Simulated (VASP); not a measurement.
A run of VASP 6.6.1:

Contents of INCAR:

```
SYSTEM = CuO
PREC = Accurate
ENCUT = 820
EDIFF = 1E-6
ISMEAR = 0
SIGMA = 0.1
LREAL = .FALSE.
LASPH = .TRUE.
NELM = 120
ALGO = Normal
ISIF = 2
LWAVE = .FALSE.
LCHARG = .TRUE.
GGA = PS
LELF = .TRUE.
LVHAR = .TRUE.
NBANDS = 33
GGA_COMPAT = .FALSE.
```

The input KPOINTS:

```
regular mesh
0
G
  4 4 4
  0 0 0
```

File POSCAR:

```
CuO
1.0
    2.3404404522     -1.7107783127     -0.0229301573
    2.3197430003      1.6824555157     -0.0101368612
   -0.8908838133      0.0240860588      5.0786274137
Cu O
2 2
Direct
   -0.0082652229      0.4939545091     -0.0055067082
    0.4909130835     -0.0195801087      0.4987901057
    0.5733962104      0.3983939412      0.2576963426
    0.3918683292      0.5610426818      0.7397132466
```

Potentials or basis: VASP PAW PBE potentials, release 64 (Cu_sv_GW, O).

Command:

```bash
$ cat potpaw_PBE.64/Cu_sv_GW/POTCAR potpaw_PBE.64/O/POTCAR > POTCAR
$ mpirun -np 1 vasp_std > vasp.out
```

Hardware: 1 thread of Intel(R) Xeon(R) Platinum 8259CL CPU @ 2.50GHz (Skylake/Cascade Lake), on a shared host.

Q: How long does it take, and how much memory?

A: Wall time 110 s on 1 thread of Intel(R) Xeon(R) Platinum 8259CL CPU @ 2.50GHz (Skylake/Cascade Lake) (shared host), peak memory 0.25 GiB. Counts: scf iterations 16, k points 36.
